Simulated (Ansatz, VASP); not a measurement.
## One calculation of CaO, two programs

```
Ca O
1.0
     0.00000    2.60673    2.60673
     2.60673    0.00000    2.60673
     2.60673    2.60673    0.00000
Ca O
1 1
Direct
  0.00000 0.00000 0.00000
  0.25000 0.25000 0.25000
```

Alike in both runs: task single point; functional PBE-based screened hybrid with a share of 1.0 of exact exchange and HFSCREEN = 0.1; k mesh 4 × 4 × 4; no spin polarisation.

```csv
,VASP,Ansatz
version,VASP 6.6.1,Ansatz 0.2.0
potentials or method,"VASP PAW PBE potentials, release 64 (Ca_sv, O)",plane waves
plane-wave cutoff (eV),520,420
occupations,"gaussian, width 0.01 eV",fixed
valence electrons in the cell,16,16
```

|  | VASP | Ansatz | Ansatz less VASP |
| --- | --- | --- | --- |
| gap on the k mesh at the Fermi level (eV) | 10.89 | 10.90 | +0.010 |
| pressure (GPa) | -3.4 | -3.9 | -0.53 |

VASP's potentials were made for PBE, not for PBE-based screened hybrid. Ansatz's warnings: stress exchange threshold loose, stress scf threshold loose.

The k mesh is coarse, so the values compare programs but aren't converged.
